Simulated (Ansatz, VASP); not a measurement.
Two plane-wave programs on Ta2SiI2

File INCAR:

```
ALGO = Normal
EDIFF = 1E-6
EDIFFG = -0.04
ENCUT = 600
GGA = PE
IBRION = 2
ISIF = 3
ISMEAR = 0
LASPH = T
LCHARG = F
LREAL = F
LWAVE = F
NELM = 80
NSW = 90
PREC = Accurate
SIGMA = 0.1
```

KPOINTS

```
k-points
0
Gamma
  6 6 2
```

File POSCAR:

```
Ta2SiI2
1.0
    4.4602289000      0.0000000000      0.0000000000
   -2.2301144500      3.8626715300      0.0000000000
    0.0000000000      0.0000000000      9.6330306300
Ta Si I
2 1 2
Direct
    0.3333333300      0.6666666700      0.0000000000
    0.6666666700      0.3333333300      0.0000000000
    0.0000000000      0.0000000000      0.5000000000
    0.0000000000      0.0000000000      0.1442448100
    0.0000000000      0.0000000000      0.8557551900
```

Input for Ansatz:

```yaml
crystal:
  lattice:
    - [4.4602289, 0.0, 0.0]
    - [-2.23011445, 3.86267153, 0.0]
    - [0.0, 0.0, 9.63303063]
  atoms:
    - { symbol: Ta, position: [0.33333333, 0.66666667, 0.0] }
    - { symbol: Ta, position: [0.66666667, 0.33333333, 0.0] }
    - { symbol: Si, position: [0.0, 0.0, 0.5] }
    - { symbol: I, position: [0.0, 0.0, 0.14424481] }
    - { symbol: I, position: [0.0, 0.0, 0.85575519] }
basis:
  ecutwfc: 420
kpoints:
  mp_grid: { grid: [6, 6, 2] }
hamiltonian:
  xc: pbe
scf:
  occupations: { method: gaussian, width: 0.1 }
  lower_state_search: "off"
output:
  forces: true
  stress: true
  eigenvalues: true
relax:
  adjacent_minimum: "off"
  f_tol: 0.04
  max_steps: 70
  cell: { stress_tol: 0.4 }
```

Alike in both runs: task relaxation of cell and atoms; functional PBE; k mesh 6 × 6 × 2; occupations gaussian, width 0.1 eV; no spin polarisation.

|  | VASP | Ansatz |
| --- | --- | --- |
| version | VASP 6.6.1 | Ansatz 0.2.0 |
| potentials or method | VASP PAW PBE potentials, release 64 (Ta_pv, Si, I), cutoff 600 eV | scalar-relativistic, plane waves, PAW |
| valence electrons in the cell | 40 | 64 |

```csv
,VASP,Ansatz,Ansatz less VASP
"gap on the k mesh at the Fermi level, each at its own relaxed structure (eV)",none,none,-
relaxed volume (Å³/atom),33.41,33.44,+0.031
relaxed cell length with the largest relative difference (Å),4.452,4.455,+0.0033
```

A gap of «none» marks a metal or a gap that the smearing closes. VASP's potentials hold 40 valence electrons a cell and Ansatz's 64, so a difference there can come from the potentials and not from the codes.

Neither program's run includes spin-orbit coupling.
